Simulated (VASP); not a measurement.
# Te (Im-3m) in VASP: further runs

Te is run at these levels: BLYP; tasks: single point.

All numbers are computed with VASP 6.6.1; they aren't measurements. Logs are shortened: lines on timing, memory, paths and dates and some standing lists are left out, and cuts for length are marked.

**1. The cell of the first run**

The structure is cubic, space group Im-3m (No. 229). Conventional cell: a = 4.003 Å, b = 4.003 Å, c = 4.003 Å, α = 90.00°, β = 90.00°, γ = 90.00°. Te (site symmetry m-3m) has 14 Te at 3.47 to 4.00 Å within 4.6 Å.

**2. Single point, BLYP**

INCAR

```
SYSTEM = Te
AGGAC    = 1.0          
AGGAX    = 1.0          
ALDAC    = 0.0          
ALDAX    = 1.0          
ALGO     = Normal         ! electronic algorithm
EDIFF    = 1E-6           ! SCF threshold, eV
ENCUT    = 520            ! plane-wave cutoff, eV
GGA      = B5             ! functional
ISIF     = 2              ! what is computed and relaxed
ISMEAR   = -1             ! smearing method
LASPH    = .TRUE.         ! aspherical terms in the spheres
LCHARG   = .FALSE.        ! write CHGCAR
LREAL    = .FALSE.        ! projectors in reciprocal space
LWAVE    = .FALSE.        ! write WAVECAR
NBANDS   = 9              ! bands
NELM     = 60             ! most SCF steps
PREC     = Accurate       ! precision mode
SIGMA    = 0.1            ! smearing width, eV
```

KPOINTS

```
k-points
0
G
  11 11 11
  0 0 0
```

POSCAR

```
Te
1.0
   -2.0014932162      2.0014932162      2.0014932162
    2.0014932162     -2.0014932162      2.0014932162
    2.0014932162      2.0014932162     -2.0014932162
Te
1
Direct
    0.0000000000      0.0000000000      0.0000000000
```

Potentials or basis: VASP PAW PBE potentials, release 64 (Te).

On the command line:

```sh
cat potpaw_PBE.64/Te/POTCAR > POTCAR
mpirun -np 1 vasp_std > vasp.out
```

OUTCAR:

```text
SYSTEM = Te
   EDIFF = 1E-6
   ENCUT = 520
   GGA = B5
   ISIF = 2
   ISMEAR = -1
   LASPH = .TRUE.
   LREAL = .FALSE.
   NELM = 60
   PREC = Accurate

 ion  position               nearest neighbor table
   1  0.000  0.000  0.000-

  LATTYP: Found a body centered cubic cell.
 ALAT       =     4.0029864324

  Lattice vectors:

 A1 = (  -2.0014932162,   2.0014932162,   2.0014932162)
 A2 = (   2.0014932162,  -2.0014932162,   2.0014932162)
 A3 = (   2.0014932162,   2.0014932162,  -2.0014932162)

Analysis of symmetry for initial positions (statically):
=====================================================================
 Subroutine PRICEL returns:
 Original cell was already a primitive cell.

 Routine SETGRP: Setting up the symmetry group for a
 body centered cubic supercell.

 Subroutine GETGRP returns: Found 48 space group operations
 (whereof 48 operations were pure point group operations)
 out of a pool of 48 trial point group operations.

The static configuration has the point symmetry O_h .

Analysis of symmetry for dynamics (positions and initial velocities):
=====================================================================
 Subroutine PRICEL returns:
 Original cell was already a primitive cell.

 Routine SETGRP: Setting up the symmetry group for a
 body centered cubic supercell.

 Subroutine GETGRP returns: Found 48 space group operations
 (whereof 48 operations were pure point group operations)
 out of a pool of 48 trial point group operations.

The dynamic configuration has the point symmetry O_h .

 Subroutine INISYM returns: Found 48 space group operations
 (whereof 48 operations are pure point group operations),
 and found     1 'primitive' translations

----------------------------------------------------------------------------------------

                                     Primitive cell

  volume of cell :      32.0717

  direct lattice vectors                    reciprocal lattice vectors
    -2.001493216  2.001493216  2.001493216     0.000000000  0.249813487  0.249813487
     2.001493216 -2.001493216  2.001493216     0.249813487  0.000000000  0.249813487
     2.001493216  2.001493216 -2.001493216     0.249813487  0.249813487  0.000000000

  length of vectors
     3.466687941  3.466687941  3.466687941     0.353289622  0.353289622  0.353289622

  position of ions in fractional coordinates (direct lattice)
     0.000000000  0.000000000  0.000000000

  ion indices of the primitive-cell ions
   primitive index   ion index
                 1           1

----------------------------------------------------------------------------------------

 KPOINTS: k-points

Automatic generation of k-mesh.
 Grid dimensions read from file:
 generate k-points for:   11   11   11

 Generating k-lattice:

  Cartesian coordinates                     Fractional coordinates (reciprocal lattice)
     0.000000000  0.022710317  0.022710317     0.090909091  0.000000000  0.000000000
     0.022710317  0.000000000  0.022710317     0.000000000  0.090909091  0.000000000
     0.022710317  0.022710317  0.000000000     0.000000000  0.000000000  0.090909091

  Length of vectors
     0.032117238  0.032117238  0.032117238

  Shift w.r.t. Gamma in fractional coordinates (k-lattice)
     0.000000000  0.000000000  0.000000000

 Subroutine IBZKPT returns following result:
 ===========================================

 Found     56 irreducible k-points:

 Following reciprocal coordinates:
            Coordinates               Weight
  0.000000  0.000000  0.000000      1.000000
  0.090909  0.000000  0.000000     12.000000
  0.181818  0.000000  0.000000     12.000000
  0.272727  0.000000  0.000000     12.000000
  0.363636  0.000000  0.000000     12.000000
  0.454545  0.000000  0.000000     12.000000
[... 16 lines left out ...]
  0.272727  0.181818  0.090909     48.000000
  0.363636  0.181818  0.090909     24.000000
 [... further k-points ...]
   k-points           NKPTS =     56   k-points in BZ     NKDIM =     56   number of bands    NBANDS=      9
   number of dos      NEDOS =    301   number of ions     NIONS =      1
   total plane-waves  NPLWV =  21952
   dimension x,y,z NGX =    28 NGY =   28 NGZ =   28
   dimension x,y,z NGXF=    56 NGYF=   56 NGZF=   56
   ions per type =               1
   NGX,Y,Z   is equivalent  to a cutoff of  13.43, 13.43, 13.43 a.u.
   NGXF,Y,Z  is equivalent  to a cutoff of  26.85, 26.85, 26.85 a.u.
 SYSTEM =  Te
   PREC   = accura    normal or accurate (medium, high low for compatibility)
   ISTART =      0    job   : 0-new  1-cont  2-samecut
   ICHARG =      2    charge: 1-file 2-atom 10-const
   ISPIN  =      1    spin polarized calculation?
   LNONCOLLINEAR =      F non collinear calculations
   LSORBIT =      F    spin-orbit coupling
   LASPH  =      T    aspherical Exc in radial PAW
   ENCUT  =  520.0 eV  38.22 Ry    6.18 a.u.   6.45  6.45  6.45*2*pi/ulx,y,z
   NELM   =     60;   NELMIN=  2; NELMDL= -5     # of ELM steps
   EDIFF  = 0.1E-05   stopping-criterion for ELM
   LREAL  =      F    real-space projection
   EDIFFG = 0.1E-04   stopping-criterion for IOM
   NSW    =      0    number of steps for IOM
   IBRION =     -1    ionic relax: 0-MD 1-quasi-New 2-CG
   NFREE  =      0    steps in history (QN), initial steepest desc. (CG)
   ISIF   =      2    stress and relaxation
   ISYM   =      2    0-nonsym 1-usesym 2-fastsym
   POTIM  = 0.5000    time-step for ionic-motion
   TEBEG  =    0.0;   TEEND  =   0.0 temperature during run
   PSTRESS=    0.0 pullay stress
   NELECT =       6.0000    total number of electrons
   NUPDOWN=      -1.0000    fix difference up-down
   EMIN   =  10.00;   EMAX   =-10.00  energy-range for DOS
   EFERMI =   0.00;   METHOD = LEGACY
   ISMEAR =    -1;   SIGMA  =   0.10  broadening in eV -4-tet -1-fermi 0-gaus
   EFERMI_NEDOS =   21; number of points for ismear=-14 and -15
   IALGO  =     38    algorithm
   IMIX   =      4    mixing-type and parameters
     AMIX     =   0.40;   BMIX     =  1.00
     AMIX_MAG =   1.60;   BMIX_MAG =  1.00
  volume/ion in A,a.u.               =      32.07       216.43
  Fermi-wavevector in a.u.,A,eV,Ry     =   0.936306  1.769362 11.927804  0.876669
  Thomas-Fermi vector in A             =   2.063302
   LORBIT       =      0    0 simple, 1 ext, 2 COOP (PROOUT), +10 PAW based schemes
   GGA     = B5    functional components
   LHFCALC =     F    Hartree Fock is set to
   AEXX    =    0.0000 exact exchange contribution
   IVDW    =     0    specifies the selected vdW correction
   LEPSILON=     F    determine dielectric tensor
   LRPA    =     F    only Hartree local field effects (RPA)
 non-spin polarized calculation
  energy-cutoff  :      520.00
  volume of cell :       32.07
 maximum number of plane-waves:       891
 NGX is ok and might be reduce to    28
   NGX = 13   NGY = 13   NGZ = 13

 number of electron       6.0000000 magnetization

 Free energy of the ion-electron system (eV)
  ---------------------------------------------------
  ext. energy  EPLUGINS =         0.00000000
  ---------------------------------------------------
  free energy    TOTEN  =        -2.08713204 eV

  energy without entropy =       -2.04755342  energy(sigma->0) =       -2.06734273

 E-fermi :   6.7274     XC(G=0):  -8.8909

 val. band max:        6.6822053954   @ k =   0.4545   0.0000   0.0000
 cond. band min:       6.7344428280   @ k =  -0.2727   0.3636   0.1818
 fundamental gap:      0.0522374326
 Fermi energy:         6.7273922022

 k-point     1 :       0.0000    0.0000    0.0000
  band No.  band energies     occupation
      1      -6.2587      2.00000
      2       9.0189      0.00000
      3       9.0189      0.00000
      4       9.0189      0.00000
      5      15.5989      0.00000
      6      16.4395      0.00000
      7      16.4395      0.00000
      8      16.4395      0.00000
      9      18.7758      0.00000

 k-point     2 :       0.0909    0.0000    0.0000
  band No.  band energies     occupation
      1      -6.1328      2.00000
      2       8.1889      0.00000
      3       8.7432      0.00000
      4       8.9705      0.00000
      5      15.6771      0.00000
      6      15.8873      0.00000
      7      16.6032      0.00000
      8      16.9633      0.00000
      9      17.8189      0.00000

 k-point     3 :       0.1818    0.0000    0.0000
  band No.  band energies     occupation
      1      -5.7648      2.00000
      2       6.4366      1.89647
      3       8.1191      0.00000
      4       8.8370      0.00000
      5      14.5396      0.00000
      6      15.0110      0.00000
      7      17.5700      0.00000
      8      17.7312      0.00000
      9      18.3275      0.00000

 k-point     4 :       0.2727    0.0000    0.0000
  band No.  band energies     occupation
      1      -5.1925      2.00000
      2       4.5482      2.00000
      3       7.4606      0.00131
      4       8.6569      0.00000
      5      13.5214      0.00000
      6      14.2778      0.00000
      7      17.8984      0.00000
      8      18.2286      0.00000
      9      20.2054      0.00000
[... 205 lines left out ...]
 k-point    22 :       0.1818    0.1818    0.0909
  band No.  band energies     occupation
      1      -4.4253      2.00000
      2       3.4117      2.00000
      3       5.9250      1.99935
      4       6.9530      0.18966
      5      15.0969      0.00000
      6      15.9219      0.00000
      7      18.2999      0.00000
      8      19.0349      0.00000
      9      20.2038      0.00000

 k-point    23 :       0.2727    0.1818    0.0909
  band No.  band energies     occupation
      1      -3.8970      2.00000
      2       2.7269      2.00000
      3       4.9953      2.00000
      4       6.6074      1.53685
      5      15.1563      0.00000
      6      16.3525      0.00000
      7      19.1645      0.00000
      8      20.0694      0.00000
      9      21.2957      0.00000

 k-point    24 :       0.3636    0.1818    0.0909
  band No.  band energies     occupation
      1      -3.6645      2.00000
      2       2.4409      2.00000
      3       4.6612      2.00000
      4       6.4964      1.81947
      5      15.1483      0.00000
      6      16.4592      0.00000
      7      19.9757      0.00000
      8      20.0206      0.00000
      9      22.1725      0.00000

 [... further k-points ...]

------------------------ aborting loop because EDIFF is reached ----------------------------------------

  FORCE on cell =-STRESS in cart. coord.  units (eV):
  Direction    XX          YY          ZZ          XY          YZ          ZX
  --------------------------------------------------------------------------------------
  -------------------------------------------------------------------------------------
  Total        0.0187572      0.0187572      0.0187572      0.0000000     -0.0000000      0.0000000
  in kB        0.9370374      0.9370374      0.9370374      0.0000000     -0.0000000      0.0000000
  external PRESSURE =       0.9370374 kB  Pullay stress =       0.0000000 kB

 VOLUME and BASIS-vectors are now :
 -----------------------------------------------------------------------------
  energy-cutoff  :      520.00
  volume of cell :       32.07
      direct lattice vectors                 reciprocal lattice vectors
    -2.001493216  2.001493216  2.001493216     0.000000000  0.249813487  0.249813487
     2.001493216 -2.001493216  2.001493216     0.249813487  0.000000000  0.249813487
     2.001493216  2.001493216 -2.001493216     0.249813487  0.249813487  0.000000000

 POSITION                                       TOTAL-FORCE (eV/Angst)
 -----------------------------------------------------------------------------------
      0.00000      0.00000      0.00000        -0.000000      0.000000     -0.000000
 -----------------------------------------------------------------------------------
    total drift:                                0.000000      0.000000      0.000000

  FREE ENERGIE OF THE ION-ELECTRON SYSTEM (eV)
  ---------------------------------------------------
  free  energy   TOTEN  =        -2.0871320409 eV

  energy  without entropy=       -2.0475534165  energy(sigma->0) =       -2.06734273
```

Run time: 20 s. Hardware: 1 thread of Intel Xeon Platinum 8259CL at 2.50GHz (Skylake/Cascade Lake), shared host; peak memory 0.16 GiB.

What came out:

```yaml
Free_energy: -2.0871 eV
Pressure: 0.1 GPa
Band_gap_on_the_k_mesh: zero (band 3 reaches 9.02 eV, above the bottom of band 4 at 4.25 eV)
```

Caveat: the PAW data sets were made with another functional, which shifts forces and pressure a little; spin-orbit coupling is left out, which moves the levels of the heavy elements.

**3. Single point, BLYP (volume scaled by 0.88)**

INCAR

```
SYSTEM = Te
PREC = Accurate ; ENCUT = 520
EDIFF = 1E-7 ; ISMEAR = -1
SIGMA = 0.1 ; LREAL = .FALSE.
LASPH = .TRUE. ; NELM = 100
ALGO = Normal ; ISIF = 2
LWAVE = .FALSE. ; LCHARG = .FALSE.
GGA = B5 ; ALDAX = 1.0
AGGAX = 1.0 ; AGGAC = 1.0
ALDAC = 0.0 ; NBANDS = 9
```

KPOINTS

```
Automatic mesh
0
G
  13 13 13
  0 0 0
```

POSCAR

```
Te
1.0
   -1.9179988680      1.9179988680      1.9179988680
    1.9179988680     -1.9179988680      1.9179988680
    1.9179988680      1.9179988680     -1.9179988680
Te
1
Direct
    0.0000000000      0.0000000000      0.0000000000
```

Potentials or basis: VASP PAW PBE potentials, release 64 (Te).

On the command line:

```sh
cat potpaw_PBE.64/Te/POTCAR > POTCAR
mpirun -np 1 vasp_std > vasp.out
```

Run time: 27 s. Hardware: 1 thread of Intel Xeon Platinum 8259CL at 2.50GHz (Skylake/Cascade Lake), shared host; peak memory 0.17 GiB.

It converged, with:

```yaml
Free_energy: -2.0335 eV
Pressure: 6.7 GPa
Band_gap_on_the_k_mesh: zero (band 3 reaches 11.34 eV, above the bottom of band 4 at 5.52 eV)
```

Levels at points of the mesh, in eV from the Fermi level:
```csv
k point,band 1,band 2,band 3,band 4,band 5,band 6
"(0.00, 0.00, 0.00)",-13.93,2.89,2.89,2.89,9.97,9.97
```

Caveat: the PAW data sets were made with another functional, which shifts forces and pressure a little; spin-orbit coupling is left out, which moves the levels of the heavy elements.
